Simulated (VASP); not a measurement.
# AgCl (Fm-3m) in VASP: further runs

AgCl is run at these levels: PBEsol; tasks: single point.

Everything below comes from runs of VASP 6.6.1. Logs are shortened: lines on timing, memory, paths and dates and some standing lists are left out, and cuts for length are marked.

## (1) The cell of the first run

The structure is cubic, space group Fm-3m (No. 225). The conventional cell has a = 5.546 Å, b = 5.546 Å, c = 5.546 Å, α = 90.00°, β = 90.00°, γ = 90.00°. Ag (site symmetry m-3m) has 6 Cl at 2.77 Å within 3.7 Å. Cl (site symmetry m-3m) has 6 Ag at 2.77 Å within 3.7 Å.

## (2) Single point, PBEsol

INCAR reads:

```
SYSTEM = AgCl
ALGO = Normal
EDIFF = 1E-6
ENCUT = 500
GGA = PS
GGA_COMPAT = .False.
ISIF = 2
ISMEAR = 0
LASPH = .True.
LCHARG = .True.
LELF = .True.
LREAL = .False.
LVHAR = .True.
LWAVE = .False.
NBANDS = 16
NELM = 120
PREC = Accurate
SIGMA = 0.05
```

KPOINTS reads:

```
k-points
0
Gamma
  6 6 6
  0 0 0
```

POSCAR reads:

```
AgCl
1.0
    0.0000000000      2.7731725637      2.7731725637
    2.7731725637      0.0000000000      2.7731725637
    2.7731725637      2.7731725637      0.0000000000
Ag Cl
1 1
Direct
    0.0000000000      0.0000000000      0.0000000000
    0.5000000000      0.5000000000      0.5000000000
```

Potentials or basis: VASP PAW PBE potentials, release 64 (Ag, Cl).

Launch:

```
cat potpaw_PBE.64/Ag/POTCAR potpaw_PBE.64/Cl/POTCAR > POTCAR
mpirun -np 1 vasp_std > vasp.out
```

OUTCAR:

```text
SYSTEM = AgCl
   EDIFF = 1E-6
   ENCUT = 500
   GGA = PS
   ISIF = 2
   ISMEAR = 0
   LASPH = .True.
   LREAL = .False.
   NELM = 120
   PREC = Accurate

 ion  position               nearest neighbor table
   1  0.000  0.000  0.000-   2 2.77   2 2.77   2 2.77   2 2.77   2 2.77   2 2.77
   2  0.500  0.500  0.500-   1 2.77   1 2.77   1 2.77   1 2.77   1 2.77   1 2.77

  LATTYP: Found a face centered cubic cell.
 ALAT       =     5.5463451274

  Lattice vectors:

 A1 = (   0.0000000000,   2.7731725637,   2.7731725637)
 A2 = (   2.7731725637,   0.0000000000,   2.7731725637)
 A3 = (   2.7731725637,   2.7731725637,   0.0000000000)

Analysis of symmetry for initial positions (statically):
=====================================================================
 Subroutine PRICEL returns:
 Original cell was already a primitive cell.

 Routine SETGRP: Setting up the symmetry group for a
 face centered cubic supercell.

 Subroutine GETGRP returns: Found 48 space group operations
 (whereof 48 operations were pure point group operations)
 out of a pool of 48 trial point group operations.

The static configuration has the point symmetry O_h .

Analysis of symmetry for dynamics (positions and initial velocities):
=====================================================================
 Subroutine PRICEL returns:
 Original cell was already a primitive cell.

 Routine SETGRP: Setting up the symmetry group for a
 face centered cubic supercell.

 Subroutine GETGRP returns: Found 48 space group operations
 (whereof 48 operations were pure point group operations)
 out of a pool of 48 trial point group operations.

The dynamic configuration has the point symmetry O_h .

 Subroutine INISYM returns: Found 48 space group operations
 (whereof 48 operations are pure point group operations),
 and found     1 'primitive' translations

----------------------------------------------------------------------------------------

                                     Primitive cell

  volume of cell :      42.6541

  direct lattice vectors                    reciprocal lattice vectors
     0.000000000  2.773172564  2.773172564    -0.180298913  0.180298913  0.180298913
     2.773172564  0.000000000  2.773172564     0.180298913 -0.180298913  0.180298913
     2.773172564  2.773172564  0.000000000     0.180298913  0.180298913 -0.180298913

  length of vectors
     3.921858250  3.921858250  3.921858250     0.312286879  0.312286879  0.312286879

  position of ions in fractional coordinates (direct lattice)
     0.000000000  0.000000000  0.000000000
[... 69 lines left out ...]
   EDIFF  = 0.1E-05   stopping-criterion for ELM
   LREAL  =      F    real-space projection
   EDIFFG = 0.1E-04   stopping-criterion for IOM
   NSW    =      0    number of steps for IOM
   IBRION =     -1    ionic relax: 0-MD 1-quasi-New 2-CG
   NFREE  =      0    steps in history (QN), initial steepest desc. (CG)
   ISIF   =      2    stress and relaxation
   ISYM   =      2    0-nonsym 1-usesym 2-fastsym
   POTIM  = 0.5000    time-step for ionic-motion
   TEBEG  =    0.0;   TEEND  =   0.0 temperature during run
   PSTRESS=    0.0 pullay stress
   NELECT =      18.0000    total number of electrons
   NUPDOWN=      -1.0000    fix difference up-down
   EMIN   =  10.00;   EMAX   =-10.00  energy-range for DOS
   EFERMI =   0.00;   METHOD = LEGACY
   ISMEAR =     0;   SIGMA  =   0.05  broadening in eV -4-tet -1-fermi 0-gaus
   EFERMI_NEDOS =   21; number of points for ismear=-14 and -15
   IALGO  =     38    algorithm
   IMIX   =      4    mixing-type and parameters
     AMIX     =   0.40;   BMIX     =  1.00
     AMIX_MAG =   1.60;   BMIX_MAG =  1.00
  volume/ion in A,a.u.               =      21.33       143.92
  Fermi-wavevector in a.u.,A,eV,Ry     =   1.227945  2.320479 20.515517  1.507848
  Thomas-Fermi vector in A             =   2.362889
   LORBIT       =      0    0 simple, 1 ext, 2 COOP (PROOUT), +10 PAW based schemes
   GGA     = PS    functional components
   LHFCALC =     F    Hartree Fock is set to
   AEXX    =    0.0000 exact exchange contribution
   IVDW    =     0    specifies the selected vdW correction
   LEPSILON=     F    determine dielectric tensor
   LRPA    =     F    only Hartree local field effects (RPA)
 non-spin polarized calculation
 Gauss-broadening in eV      SIGMA  =   0.05
  energy-cutoff  :      500.00
  volume of cell :       42.65
 maximum number of plane-waves:      1106
 NGX is ok and might be reduce to    30
   NGX = 15   NGY = 15   NGZ = 15

 number of electron      18.0000005 magnetization

 Free energy of the ion-electron system (eV)
  ---------------------------------------------------
  ext. energy  EPLUGINS =         0.00000000
  ---------------------------------------------------
  free energy    TOTEN  =        -6.04058337 eV

  energy without entropy =       -6.04058337  energy(sigma->0) =       -6.04058337

 E-fermi :   3.9354     XC(G=0): -10.2152

 val. band max:        3.7133884672   @ k =   0.5000   0.0000   0.0000
 cond. band min:       4.4431080258   @ k =   0.0000   0.0000   0.0000
 fundamental gap:      0.7297195587
 Fermi energy:         3.9353848118

 k-point     1 :       0.0000    0.0000    0.0000
  band No.  band energies     occupation
      1     -11.4288      2.00000
      2       1.2385      2.00000
      3       1.2385      2.00000
      4       1.2385      2.00000
      5       1.2778      2.00000
      6       1.2778      2.00000
[... 281 lines left out ...]
      3      -0.3353      2.00000
      4      -0.0453      2.00000
      5       1.5127      2.00000
      6       1.7236      2.00000
[... 8 lines left out ...]
     15      17.9264      0.00000
     16      18.8455      0.00000

------------------------ aborting loop because EDIFF is reached ----------------------------------------

  FORCE on cell =-STRESS in cart. coord.  units (eV):
  Direction    XX          YY          ZZ          XY          YZ          ZX
  --------------------------------------------------------------------------------------
  -------------------------------------------------------------------------------------
  Total       -0.7259661     -0.7259661     -0.7259661     -0.0000000      0.0000000      0.0000000
  in kB      -27.2688130    -27.2688130    -27.2688130     -0.0000000      0.0000000      0.0000000
  external PRESSURE =     -27.2688130 kB  Pullay stress =       0.0000000 kB

 VOLUME and BASIS-vectors are now :
 -----------------------------------------------------------------------------
  energy-cutoff  :      500.00
  volume of cell :       42.65
      direct lattice vectors                 reciprocal lattice vectors
     0.000000000  2.773172564  2.773172564    -0.180298913  0.180298913  0.180298913
     2.773172564  0.000000000  2.773172564     0.180298913 -0.180298913  0.180298913
     2.773172564  2.773172564  0.000000000     0.180298913  0.180298913 -0.180298913

 POSITION                                       TOTAL-FORCE (eV/Angst)
 -----------------------------------------------------------------------------------
      0.00000      0.00000      0.00000         0.000000      0.000000      0.000000
      2.77317      2.77317      2.77317         0.000000      0.000000      0.000000
 -----------------------------------------------------------------------------------
    total drift:                               -0.000000      0.000000      0.000000

  FREE ENERGIE OF THE ION-ELECTRON SYSTEM (eV)
  ---------------------------------------------------
  free  energy   TOTEN  =        -6.0405833731 eV

  energy  without entropy=       -6.0405833731  energy(sigma->0) =       -6.04058337
```

OSZICAR:

```text
N       E                     dE             d eps       ncg     rms          rms(c)
DAV:   1     0.988606229023E+02    0.98861E+02   -0.83969E+03   512   0.984E+02
DAV:   2    -0.245259178971E+01   -0.10131E+03   -0.93881E+02   632   0.219E+02
DAV:   3    -0.617834373274E+01   -0.37258E+01   -0.37157E+01   648   0.437E+01
DAV:   4    -0.620470110255E+01   -0.26357E-01   -0.26355E-01   624   0.392E+00
DAV:   5    -0.620504032385E+01   -0.33922E-03   -0.33922E-03   664   0.438E-01    0.642E+00
DAV:   6    -0.604489305157E+01    0.16015E+00   -0.28393E-01   656   0.701E+00    0.419E+00
DAV:   7    -0.604196017523E+01    0.29329E-02   -0.65413E-02   608   0.169E+00    0.194E+00
DAV:   8    -0.604058091290E+01    0.13793E-02   -0.40171E-03   600   0.643E-01    0.289E-01
DAV:   9    -0.604055153903E+01    0.29374E-04   -0.36558E-04   648   0.259E-01    0.500E-02
DAV:  10    -0.604058150221E+01   -0.29963E-04   -0.50484E-05   640   0.635E-02    0.119E-02
DAV:  11    -0.604058340111E+01   -0.18989E-05   -0.15235E-06   616   0.951E-03    0.193E-03
DAV:  12    -0.604058337315E+01    0.27959E-07   -0.13731E-07   344   0.243E-03
   1 F= -.60405834E+01 E0= -.60405834E+01  d E =-.286956E-11
```

It took 11 s on 1 thread of Intel Xeon Platinum 8259CL at 2.50GHz (Skylake/Cascade Lake), shared host; peak memory 0.17 GiB.

What came out:

```yaml
Free_energy: -6.0406 eV
Pressure: -2.7 GPa
Band_gap_on_the_k_mesh: 0.73 eV (least direct gap 3.06 eV)
```

Caveat: the PAW data sets were made with another functional, which shifts forces and pressure a little. Expect the measured gap to be larger: semilocal functionals such as PBEsol lack the derivative discontinuity.

## (3) Single point, PBEsol

INCAR reads:

```
SYSTEM = AgCl
PREC = Accurate ; ENCUT = 500
EDIFF = 1E-6 ; ISMEAR = 1
SIGMA = 0.5 ; LREAL = .False.
LASPH = .True. ; NELM = 120
ALGO = Normal ; ISIF = 2
LWAVE = .False. ; LCHARG = .False.
GGA = PS ; NBANDS = 16
GGA_COMPAT = .False.
```

KPOINTS reads:

```
regular mesh
0
Gamma
  6 6 6
  0 0 0
```

POSCAR is that of step 2.

Potentials or basis: VASP PAW PBE potentials, release 64 (Ag, Cl).

Launch:

```
cat potpaw_PBE.64/Ag/POTCAR potpaw_PBE.64/Cl/POTCAR > POTCAR
mpirun -np 1 vasp_std > vasp.out
```

Run time: 11 s. Hardware: 1 thread of Intel Xeon Platinum 8259CL at 2.50GHz (Skylake/Cascade Lake), shared host; peak memory 0.17 GiB.

Results (log left out):

* Free energy: -6.0323 eV
* Pressure: -2.8 GPa
* Band gap on the k mesh: 0.73 eV (least direct gap 3.06 eV)

Levels at points of the mesh, in eV from the valence-band top:
| k point | band 6 | band 7 | band 8 | band 9 | band 10 | band 11 | band 12 | band 13 |
| --- | --- | --- | --- | --- | --- | --- | --- | --- |
| (0.00, 0.00, 0.00) | -2.43 | -2.33 | -2.33 | -2.33 | 0.73 | 10.74 | 10.74 | 10.74 |
| (0.50, 0.00, 0.00) | -2.10 | -1.78 | 0.00 | 0.00 | 4.03 | 6.44 | 7.53 | 7.53 |
| (0.50, 0.50, 0.00) | -2.24 | -1.97 | -1.97 | -1.89 | 2.24 | 7.85 | 8.46 | 11.35 |

Caveat: the PAW data sets were made with another functional, which shifts forces and pressure a little. A k mesh can miss the band edges.

## (4) Single point, PBEsol

INCAR reads:

```
SYSTEM = AgCl
ALGO = Normal
EDIFF = 1E-6
ENCUT = 500
GGA = PS
GGA_COMPAT = .FALSE.
ISIF = 2
ISMEAR = -1
LASPH = .TRUE.
LCHARG = .FALSE.
LREAL = .FALSE.
LWAVE = .FALSE.
NBANDS = 16
NELM = 120
PREC = Accurate
SIGMA = 0.001
```

KPOINTS reads:

```
k-points
0
G
  6 6 6
  0 0 0
```

POSCAR is that of step 3.

Potentials or basis: VASP PAW PBE potentials, release 64 (Ag, Cl).

Launch:

```
cat potpaw_PBE.64/Ag/POTCAR potpaw_PBE.64/Cl/POTCAR > POTCAR
mpirun -np 1 vasp_std > vasp.out
```

OUTCAR:

```text
SYSTEM = AgCl
   EDIFF = 1E-6
   ENCUT = 500
   GGA = PS
   ISIF = 2
   ISMEAR = -1
   LASPH = .TRUE.
   LREAL = .FALSE.
   NELM = 120
   PREC = Accurate

 ion  position               nearest neighbor table
   1  0.000  0.000  0.000-   2 2.77   2 2.77   2 2.77   2 2.77   2 2.77   2 2.77
   2  0.500  0.500  0.500-   1 2.77   1 2.77   1 2.77   1 2.77   1 2.77   1 2.77

  LATTYP: Found a face centered cubic cell.
 ALAT       =     5.5463451274

  Lattice vectors:

 A1 = (   0.0000000000,   2.7731725637,   2.7731725637)
 A2 = (   2.7731725637,   0.0000000000,   2.7731725637)
 A3 = (   2.7731725637,   2.7731725637,   0.0000000000)

Analysis of symmetry for initial positions (statically):
=====================================================================
 Subroutine PRICEL returns:
 Original cell was already a primitive cell.

 Routine SETGRP: Setting up the symmetry group for a
 face centered cubic supercell.

 Subroutine GETGRP returns: Found 48 space group operations
 (whereof 48 operations were pure point group operations)
 out of a pool of 48 trial point group operations.

The static configuration has the point symmetry O_h .

Analysis of symmetry for dynamics (positions and initial velocities):
=====================================================================
 Subroutine PRICEL returns:
 Original cell was already a primitive cell.

 Routine SETGRP: Setting up the symmetry group for a
 face centered cubic supercell.

 Subroutine GETGRP returns: Found 48 space group operations
 (whereof 48 operations were pure point group operations)
 out of a pool of 48 trial point group operations.

The dynamic configuration has the point symmetry O_h .

 Subroutine INISYM returns: Found 48 space group operations
 (whereof 48 operations are pure point group operations),
 and found     1 'primitive' translations

----------------------------------------------------------------------------------------

[... 102 lines left out ...]
     AMIX     =   0.40;   BMIX     =  1.00
     AMIX_MAG =   1.60;   BMIX_MAG =  1.00
  volume/ion in A,a.u.               =      21.33       143.92
  Fermi-wavevector in a.u.,A,eV,Ry     =   1.227945  2.320479 20.515517  1.507848
  Thomas-Fermi vector in A             =   2.362889
   LORBIT       =      0    0 simple, 1 ext, 2 COOP (PROOUT), +10 PAW based schemes
   GGA     = PS    functional components
   LHFCALC =     F    Hartree Fock is set to
   AEXX    =    0.0000 exact exchange contribution
   IVDW    =     0    specifies the selected vdW correction
   LEPSILON=     F    determine dielectric tensor
   LRPA    =     F    only Hartree local field effects (RPA)
 non-spin polarized calculation
  energy-cutoff  :      500.00
  volume of cell :       42.65
 maximum number of plane-waves:      1106
 NGX is ok and might be reduce to    30
   NGX = 15   NGY = 15   NGZ = 15

 number of electron      18.0000005 magnetization

 Free energy of the ion-electron system (eV)
  ---------------------------------------------------
  ext. energy  EPLUGINS =         0.00000000
  ---------------------------------------------------
  free energy    TOTEN  =        -6.04058337 eV

  energy without entropy =       -6.04058337  energy(sigma->0) =       -6.04058337

 E-fermi :   3.7484     XC(G=0): -10.2152

 val. band max:        3.7133884672   @ k =   0.5000   0.0000   0.0000
 cond. band min:       4.4431080258   @ k =   0.0000   0.0000   0.0000
 fundamental gap:      0.7297195586
 Fermi energy:         3.7483513252

 k-point     1 :       0.0000    0.0000    0.0000
  band No.  band energies     occupation
      1     -11.4288      2.00000
      2       1.2385      2.00000
      3       1.2385      2.00000
      4       1.2385      2.00000
      5       1.2778      2.00000
      6       1.2778      2.00000
[... 281 lines left out ...]
      3      -0.3353      2.00000
      4      -0.0453      2.00000
      5       1.5127      2.00000
      6       1.7236      2.00000
[... 8 lines left out ...]
     15      17.9264      0.00000
     16      18.8455      0.00000

------------------------ aborting loop because EDIFF is reached ----------------------------------------

  FORCE on cell =-STRESS in cart. coord.  units (eV):
  Direction    XX          YY          ZZ          XY          YZ          ZX
  --------------------------------------------------------------------------------------
  -------------------------------------------------------------------------------------
  Total       -0.7259661     -0.7259661     -0.7259661      0.0000000      0.0000000      0.0000000
  in kB      -27.2688136    -27.2688136    -27.2688136      0.0000000      0.0000000      0.0000000
  external PRESSURE =     -27.2688136 kB  Pullay stress =       0.0000000 kB

 VOLUME and BASIS-vectors are now :
 -----------------------------------------------------------------------------
  energy-cutoff  :      500.00
  volume of cell :       42.65
      direct lattice vectors                 reciprocal lattice vectors
     0.000000000  2.773172564  2.773172564    -0.180298913  0.180298913  0.180298913
     2.773172564  0.000000000  2.773172564     0.180298913 -0.180298913  0.180298913
     2.773172564  2.773172564  0.000000000     0.180298913  0.180298913 -0.180298913

 POSITION                                       TOTAL-FORCE (eV/Angst)
 -----------------------------------------------------------------------------------
      0.00000      0.00000      0.00000         0.000000      0.000000      0.000000
      2.77317      2.77317      2.77317         0.000000     -0.000000     -0.000000
 -----------------------------------------------------------------------------------
    total drift:                               -0.000000      0.000000      0.000000

  FREE ENERGIE OF THE ION-ELECTRON SYSTEM (eV)
  ---------------------------------------------------
  free  energy   TOTEN  =        -6.0405833730 eV

  energy  without entropy=       -6.0405833730  energy(sigma->0) =       -6.04058337
```

Run time: 11 s. Hardware: 1 thread of Intel Xeon Platinum 8259CL at 2.50GHz (Skylake/Cascade Lake), shared host; peak memory 0.17 GiB.

What came out:

```yaml
Free_energy: -6.0406 eV
Pressure: -2.7 GPa
Band_gap_on_the_k_mesh: 0.73 eV (least direct gap 3.06 eV)
```

Caveat: the PAW data sets were made with another functional, which shifts forces and pressure a little. PBEsol gaps usually lie below the measured ones, often by a third to a half.

## (5) Overview

| smearing | gap on the mesh (eV) | pressure (GPa) |
| --- | --- | --- |
| gaussian 0.05 eV | 0.73 | -2.7 |
| methfessel-paxton 0.5 eV | 0.73 | -2.8 |
| fermi-dirac 0.001 eV | 0.73 | -2.7 |

Alike in all rows: task single point; level PBEsol; potentials or basis VASP PAW PBE potentials, release 64 (Ag, Cl); no spin polarisation; cell as given; k mesh 6 × 6 × 6; cutoff (eV) 500.

Caveats: the PAW data sets were made with another functional, which shifts forces and pressure a little.

Absolute energies hang on the potentials; compare differences alone.
